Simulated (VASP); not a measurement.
Wanted: the native input for a VASP 6.6.1 run.

```yaml
Task: relaxation of cell and atoms
Functional: PBE
Potentials_or_basis: VASP PAW PBE potentials, release 64 (H, Mo_sv)
Cutoff: 600 eV
k_mesh: 8 × 8 × 2
Occupations: gaussian, width 0.2 eV
Spin: no spin polarisation
Dipole_correction: no
Further_INCAR_settings: ALGO = Normal; EDIFF = 1e-07; IBRION = 2; EDIFFG = -0.025; NSW = 80; ISIF = 3
```

The structure of MoH4 lies in POSCAR:

```
MoH4
1.0
    2.7452332618      0.0105821834      0.0290624399
    0.0105821834      2.7061943150     -0.0132061240
    0.1236170584     -0.0561722349     11.8548635290
H Mo
8 2
Direct
    0.5117235157      0.0005370311      0.1148186272
    0.4814233649      0.0044907267      0.6048547027
   -0.0126943334      0.4769356181      0.3826863827
    0.0115400955      0.4929058977      0.9066633284
    0.5005852516      0.0350173078      0.3930661768
    0.5130172519     -0.0011213135      0.8966280429
   -0.0057686354      0.4921338308      0.1040393436
    0.0116804814      0.5140800766      0.6033651002
   -0.0069143406     -0.0111365648     -0.0049086967
   -0.0045926516     -0.0038426105      0.4987869921
```

The input as run:

INCAR

```
SYSTEM = MoH4
  PREC = Accurate
  ENCUT = 600
  EDIFF = 1E-7
  ISMEAR = 0
  SIGMA = 0.2
  LREAL = .False.
  LASPH = .True.
  NELM = 60
  ALGO = Normal
  ISIF = 3
  LWAVE = .False.
  LCHARG = .False.
  GGA = PE
  IBRION = 2
  NSW = 80
  EDIFFG = -0.025
```

KPOINTS

```
regular mesh
0
Gamma
  8 8 2
  0 0 0
```

Potentials or basis: VASP PAW PBE potentials, release 64 (H, Mo_sv).

The run is started by

```console
$ cat potpaw_PBE.64/H/POTCAR potpaw_PBE.64/Mo_sv/POTCAR > POTCAR
$ mpirun -np 1 vasp_std > vasp.out
```

Results of the run:

```json
{
 "Relaxed volume": "9.15 Å³/atom",
 "Relaxed cell": "a = 2.781 Å, b = 2.797 Å, c = 11.765 Å, α = 90.22°, β = 89.50°, γ = 90.05°",
 "Space group after relaxing (to 0.1 Å)": "C2/m (No. 12)",
 "Energy gained by relaxing": "47.0 meV/atom",
 "Ionic steps": "16",
 "Pressure after relaxing": "0.0 GPa",
 "Largest force after relaxing": "0.024 eV/Å",
 "Band gap on the k mesh": "zero (bands 18 and 19 overlap by 1.18 eV)"
}
```

Wall time 36 min on 1 thread of Intel Xeon 8259CL, on a shared host, peak memory 0.34 GiB.
